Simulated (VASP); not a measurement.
# MnPt2 (P-3m1) in VASP: a series of runs, part 2 of 2

VASP 6.6.1. The steps go on from the part before.

## Step 4: Single point, LDA, collinear spin, ferromagnetic start

INCAR

```
PREC = Accurate
ENCUT = 520
EDIFF = 1E-7
ISMEAR = -1
SIGMA = 0.05
LREAL = F
LASPH = T
NELM = 150
ALGO = Normal
ISIF = 2
LWAVE = F
LCHARG = F
ISPIN = 2
MAGMOM = 0 0 4
LORBIT = 11
LMAXMIX = 4
NBANDS = 28
```

KPOINTS

```
Automatic mesh
0
Gamma
  11 11 4
```

POSCAR

```
MnPt2
1.0
    2.8584044518      0.0000000000      0.0000000000
   -1.4292022259      2.4754508696      0.0000000000
    0.0000000000      0.0000000000      6.5325040000
Pt Mn
2 1
Direct
    0.6666666667      0.3333333333      0.3162060000
    0.3333333333      0.6666666667      0.6837940000
    0.0000000000      0.0000000000      0.0000000000
```

Potentials or basis: VASP PAW LDA potentials, release 64 (Pt, Mn_pv).

Started as:

```sh
$ cat potpaw_LDA.64/Pt/POTCAR potpaw_LDA.64/Mn_pv/POTCAR > POTCAR
$ mpirun -np 1 vasp_std > vasp.out
```

OUTCAR:

```text
PREC = Accurate
   ENCUT = 520
   EDIFF = 1E-7
   ISMEAR = -1
   LREAL = F
   LASPH = T
   NELM = 150
   ISIF = 2
   ISPIN = 2
   LORBIT = 11

 ion  position               nearest neighbor table
   1  0.667  0.333  0.316-   3 2.64   3 2.64   3 2.64   2 2.91   2 2.91   2 2.91
   2  0.333  0.667  0.684-   3 2.64   3 2.64   3 2.64   1 2.91   1 2.91   1 2.91
   3  0.000  0.000  0.000-   1 2.64   2 2.64   1 2.64   2 2.64   1 2.64   2 2.64

  LATTYP: Found a hexagonal cell.
 ALAT       =     2.8584044518
 C/A-ratio  =     2.2853672775

  Lattice vectors:

 A1 = (   2.8584044518,   0.0000000000,   0.0000000000)
 A2 = (  -1.4292022259,   2.4754508696,   0.0000000000)
 A3 = (   0.0000000000,   0.0000000000,   6.5325040000)

Analysis of symmetry for initial positions (statically):
=====================================================================
 Subroutine PRICEL returns:
 Original cell was already a primitive cell.

 Routine SETGRP: Setting up the symmetry group for a
 hexagonal supercell.

 Subroutine GETGRP returns: Found 12 space group operations
 (whereof 12 operations were pure point group operations)
 out of a pool of 24 trial point group operations.

The static configuration has the point symmetry D_3d.

Analysis of symmetry for dynamics (positions and initial velocities):
=====================================================================
 Subroutine PRICEL returns:
 Original cell was already a primitive cell.

 Routine SETGRP: Setting up the symmetry group for a
 hexagonal supercell.

 Subroutine GETGRP returns: Found 12 space group operations
 (whereof 12 operations were pure point group operations)
 out of a pool of 24 trial point group operations.

The dynamic configuration has the point symmetry D_3d.

Analysis of structural, dynamic, and magnetic symmetry:
=====================================================================
 Subroutine PRICEL returns:
 Original cell was already a primitive cell.

 Routine SETGRP: Setting up the symmetry group for a
 hexagonal supercell.

 Subroutine GETGRP returns: Found 12 space group operations
 (whereof 12 operations were pure point group operations)
 out of a pool of 24 trial point group operations.

The overall configuration has the point symmetry D_3d.

 Subroutine INISYM returns: Found 12 space group operations
 (whereof 12 operations are pure point group operations),
 and found     1 'primitive' translations

----------------------------------------------------------------------------------------

                                     Primitive cell

  volume of cell :      46.2230

  direct lattice vectors                    reciprocal lattice vectors
     2.858404452  0.000000000  0.000000000     0.349845523  0.201983407  0.000000000
    -1.429202226  2.475450870  0.000000000     0.000000000  0.403966814  0.000000000
     0.000000000  0.000000000  6.532504000     0.000000000  0.000000000  0.153080656

  length of vectors
     2.858404452  2.858404452  6.532504000     0.403966814  0.403966814  0.153080656

  position of ions in fractional coordinates (direct lattice)
     0.666666667  0.333333333  0.316206000
     0.333333333  0.666666667  0.683794000
[... 73 lines left out ...]
   ISPIN  =      2    spin polarized calculation?
   LNONCOLLINEAR =      F non collinear calculations
   LSORBIT =      F    spin-orbit coupling
   LASPH  =      T    aspherical Exc in radial PAW
   ENCUT  =  520.0 eV  38.22 Ry    6.18 a.u.   5.31  5.31 12.15*2*pi/ulx,y,z
   NELM   =    150;   NELMIN=  2; NELMDL= -5     # of ELM steps
   EDIFF  = 0.1E-06   stopping-criterion for ELM
   LREAL  =      F    real-space projection
   EDIFFG = 0.1E-05   stopping-criterion for IOM
   NSW    =      0    number of steps for IOM
   IBRION =     -1    ionic relax: 0-MD 1-quasi-New 2-CG
   NFREE  =      0    steps in history (QN), initial steepest desc. (CG)
   ISIF   =      2    stress and relaxation
   ISYM   =      2    0-nonsym 1-usesym 2-fastsym
   POTIM  = 0.5000    time-step for ionic-motion
   TEBEG  =    0.0;   TEEND  =   0.0 temperature during run
   PSTRESS=    0.0 pullay stress
   NELECT =      33.0000    total number of electrons
   NUPDOWN=      -1.0000    fix difference up-down
   EMIN   =  10.00;   EMAX   =-10.00  energy-range for DOS
   EFERMI =   0.00;   METHOD = LEGACY
   ISMEAR =    -1;   SIGMA  =   0.05  broadening in eV -4-tet -1-fermi 0-gaus
   EFERMI_NEDOS =   21; number of points for ismear=-14 and -15
   IALGO  =     38    algorithm
   IMIX   =      4    mixing-type and parameters
     AMIX     =   0.40;   BMIX     =  1.00
     AMIX_MAG =   1.60;   BMIX_MAG =  1.00
  volume/ion in A,a.u.               =      15.41       103.98
  Fermi-wavevector in a.u.,A,eV,Ry     =   1.463166  2.764983 29.128095  2.140855
  Thomas-Fermi vector in A             =   2.579293
   LORBIT       =     11    0 simple, 1 ext, 2 COOP (PROOUT), +10 PAW based schemes
   GGA     = CA    functional components
   LHFCALC =     F    Hartree Fock is set to
   AEXX    =    0.0000 exact exchange contribution
   IVDW    =     0    specifies the selected vdW correction
   LEPSILON=     F    determine dielectric tensor
   LRPA    =     F    only Hartree local field effects (RPA)
 spin polarized calculation
  energy-cutoff  :      520.00
  volume of cell :       46.22
 maximum number of plane-waves:      1260
 NGX is ok and might be reduce to    24
   NGX = 11   NGY = 11   NGZ = 25

 number of electron      32.9999989 magnetization       4.1595368

 Free energy of the ion-electron system (eV)
  ---------------------------------------------------
  ext. energy  EPLUGINS =         0.00000000
  ---------------------------------------------------
  free energy    TOTEN  =       -24.95490943 eV

  energy without entropy =      -24.92674476  energy(sigma->0) =      -24.94082710

 E-fermi :   9.2988     XC(G=0): -13.1110

 val. band max:        9.2927594182   @ k =  -0.0909   0.3636   0.2500
 cond. band min:       9.3044606817   @ k =   0.0000   0.4545   0.2500
 fundamental gap:      0.0117012635
 Fermi energy:         9.2988404388

 spin component 1

 k-point     1 :       0.0000    0.0000    0.0000
  band No.  band energies     occupation
      1     -39.7644      1.00000
      2     -39.6923      1.00000
      3     -39.6923      1.00000
      4       0.0360      1.00000
      5       2.3161      1.00000
      6       3.6116      1.00000
[... 733 lines left out ...]
     27      23.3268      0.00000
     28      24.7829      0.00000

 [... further k-points ...]

 spin component 2

 k-point     1 :       0.0000    0.0000    0.0000
  band No.  band energies     occupation
      1     -36.3777      1.00000
      2     -36.2260      1.00000
      3     -36.2260      1.00000
      4       0.2805      1.00000
      5       2.4587      1.00000
      6       4.2519      1.00000
[... 733 lines left out ...]
     27      23.7988      0.00000
     28      25.2677      0.00000

 [... further k-points ...]

------------------------ aborting loop because EDIFF is reached ----------------------------------------

  FORCE on cell =-STRESS in cart. coord.  units (eV):
  Direction    XX          YY          ZZ          XY          YZ          ZX
  --------------------------------------------------------------------------------------
  -------------------------------------------------------------------------------------
  Total       -4.9504504     -4.9504504     -4.0475160      0.0000000      0.0000000      0.0000000
  in kB     -171.5922315   -171.5922315   -140.2947716      0.0000000      0.0000000      0.0000000
  external PRESSURE =    -161.1597448 kB  Pullay stress =       0.0000000 kB

 VOLUME and BASIS-vectors are now :
 -----------------------------------------------------------------------------
  energy-cutoff  :      520.00
  volume of cell :       46.22
      direct lattice vectors                 reciprocal lattice vectors
     2.858404452  0.000000000  0.000000000     0.349845523  0.201983407  0.000000000
    -1.429202226  2.475450870  0.000000000     0.000000000  0.403966814  0.000000000
     0.000000000  0.000000000  6.532504000     0.000000000  0.000000000  0.153080656

 POSITION                                       TOTAL-FORCE (eV/Angst)
 -----------------------------------------------------------------------------------
      1.42920      0.82515      2.06562         0.000000     -0.000000     -0.098858
     -0.00000      1.65030      4.46689        -0.000000      0.000000      0.098858
      0.00000      0.00000      0.00000        -0.000000      0.000000      0.000000
 -----------------------------------------------------------------------------------
    total drift:                                0.000000     -0.000000     -0.000000

  FREE ENERGIE OF THE ION-ELECTRON SYSTEM (eV)
  ---------------------------------------------------
  free  energy   TOTEN  =       -24.9549094302 eV

  energy  without entropy=      -24.9267447632  energy(sigma->0) =      -24.94082710

 total charge

# of ion       s       p       d       tot
------------------------------------------
    1        0.650   0.528   8.039   9.217
    2        0.650   0.528   8.039   9.217
    3        0.322   6.262   4.993  11.577
--------------------------------------------------
tot          1.622   7.319  21.071  30.011

 magnetization (x)

# of ion       s       p       d       tot
------------------------------------------
    1       -0.014   0.005   0.255   0.247
    2       -0.014   0.005   0.255   0.247
    3        0.010   0.020   3.455   3.485
--------------------------------------------------
tot         -0.017   0.030   3.966   3.979
```

OSZICAR:

```text
N       E                     dE             d eps       ncg     rms          rms(c)
DAV:   1     0.276573382600E+03    0.27657E+03   -0.16858E+04  6536   0.127E+03
DAV:   2    -0.144069940390E+02   -0.29098E+03   -0.27079E+03  6592   0.344E+02
DAV:   3    -0.266784214874E+02   -0.12271E+02   -0.11925E+02  7264   0.775E+01
DAV:   4    -0.268183672848E+02   -0.13995E+00   -0.13981E+00  7384   0.812E+00
DAV:   5    -0.268208631004E+02   -0.24958E-02   -0.24958E-02  7136   0.112E+00    0.192E+01
DAV:   6    -0.284126203849E+02   -0.15918E+01   -0.15938E+01  7068   0.406E+01    0.255E+01
DAV:   7    -0.255093140240E+02    0.29033E+01   -0.13295E+01  7804   0.496E+01    0.130E+01
DAV:   8    -0.247765897400E+02    0.73272E+00   -0.21494E+00  7404   0.951E+00    0.462E+00
DAV:   9    -0.248759192196E+02   -0.99329E-01   -0.10775E-01  7336   0.246E+00    0.342E+00
DAV:  10    -0.249244008823E+02   -0.48482E-01   -0.81055E-02  7448   0.233E+00    0.245E+00
DAV:  11    -0.249521224937E+02   -0.27722E-01   -0.34286E-02  6952   0.153E+00    0.128E+00
DAV:  12    -0.249530189325E+02   -0.89644E-03   -0.96768E-03  7156   0.740E-01    0.760E-01
DAV:  13    -0.249547702246E+02   -0.17513E-02   -0.27467E-03  7516   0.495E-01    0.173E-01
DAV:  14    -0.249548638067E+02   -0.93582E-04   -0.59412E-04  7260   0.208E-01    0.899E-02
DAV:  15    -0.249549095938E+02   -0.45787E-04   -0.63964E-05  7064   0.868E-02    0.306E-02
DAV:  16    -0.249549094355E+02    0.15836E-06   -0.11527E-05  8080   0.310E-02    0.786E-03
DAV:  17    -0.249549094217E+02    0.13793E-07   -0.18601E-06  7612   0.941E-03    0.359E-03
DAV:  18    -0.249549094302E+02   -0.84901E-08   -0.16472E-07  4848   0.333E-03
   1 F= -.24954909E+02 E0= -.24940827E+02  d E =-.281647E-01  mag=     4.1596
```

stdout:

```text
POSCAR found type information on POSCAR PtMn
 POSCAR found :  2 types and       3 ions
 scaLAPACK will be used
 LDA part: xc-table for (Slater(with rela. corr.)+CA(PZ))
 , standard interpolation
 POSCAR, INCAR and KPOINTS ok, starting setup
 FFT: planning ... GRIDC
 FFT: planning ... GRID_SOFT
 FFT: planning ... GRID
 WAVECAR not read
 entering main loop
```

It took 74 s on 1 thread of Intel Xeon 6975P-C (Granite Rapids), shared host; peak memory 0.24 GiB.

Results:

```yaml
Free_energy: -24.9549 eV
Pressure: -16.1 GPa
Largest_force: 0.099 eV/Å
Net_moment: 4.16 μB per cell
Site_moments: Pt +0.25; Mn +3.48 μB
Valence_electrons_inside_the_program's_atomic_spheres: Pt 9.22; Mn 11.58
```

Forces in eV/Å, atoms in the order of the input:
```
Pt   0.000  0.000 -0.099
Pt   0.000  0.000  0.099
Mn   0.000  0.000  0.000
```

Levels at points of the mesh, in eV from the Fermi level:
Spin up:
```
           k point  band 16  band 17  band 18  band 19  band 20  band 21  band 22  band 23
(0.00, 0.00, 0.00)    -1.35    -1.35    -1.06    -1.06    -0.64    -0.64    10.12    11.25
(0.00, 0.00, 0.50)    -1.74    -1.48    -1.48    -0.01    -0.01     0.30     6.18    14.33
```
Spin down:
| k point | band 11 | band 12 | band 13 | band 14 | band 15 | band 16 | band 17 | band 18 | band 19 | band 20 |
| --- | --- | --- | --- | --- | --- | --- | --- | --- | --- | --- |
| (0.00, 0.00, 0.00) | -2.77 | -2.29 | -1.89 | -1.89 | -0.91 | -0.91 | 0.46 | 1.11 | 1.11 | 1.94 |
| (0.00, 0.00, 0.50) | -3.09 | -1.59 | -1.59 | -1.45 | -1.45 | 0.04 | 0.61 | 1.15 | 1.15 | 2.13 |

Caveat: the cell stands under tension; spin-orbit coupling is left out, which moves the levels of the heavy elements.
